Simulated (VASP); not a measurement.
**SnO: single point with BLYP+D4**

The system is SnO.

```xyz
4
Lattice="3.8782 0.0000 0.0000 0.0000 3.8782 0.0000 0.0000 0.0000 4.8505" Properties=species:S:1:pos:R:3 pbc="T T T"
Sn    1.9391    0.0000    3.6904
Sn    0.0000    1.9391    1.1601
O     0.0000    0.0000    0.0000
O     1.9391    1.9391    0.0000
```

```yaml
Program: VASP 6.6.1
Task: single point
Functional: BLYP
Dispersion: D4
Potentials_or_basis: VASP PAW PBE potentials, release 64 (Sn_d, O_h)
Cutoff: 1340 eV
k_mesh: 7 × 7 × 6
Occupations: fermi-dirac, width 0.05 eV
Spin: no spin polarisation
```

* Pressure: 0.2 GPa
* Largest force: 0.087 eV/Å
* Band gap on the k mesh: 0.65 eV (least direct gap 2.19 eV)
* Dispersion energy per atom: -0.496 eV

Forces on the atoms (eV/Å):
```
Sn   0.000  0.000 -0.087
Sn   0.000  0.000  0.087
O    0.000  0.000  0.000
O    0.000  0.000  0.000
```

Levels at points of the mesh, in eV from the valence-band top:
```csv
k point,band 18,band 19,band 20,band 21,band 22,band 23
"(0.00, 0.00, 0.00)",-2.80,-2.80,0.00,2.21,4.63,4.70
"(0.00, 0.00, 0.50)",-2.82,-2.82,-1.81,1.86,3.08,3.08
```

Run time: 4 min on 1 thread of Intel(R) Xeon(R) Platinum 8375C CPU @ 2.90GHz (Ice Lake), with other jobs on the host, peak memory 0.53 GiB.

Caveat: semilocal functionals underestimate gaps, and a narrow one can read as zero; the PAW data sets were made with another functional, which shifts forces and pressure a little; spin-orbit coupling is left out, which moves the levels of the heavy elements. A k mesh can miss the band edges.
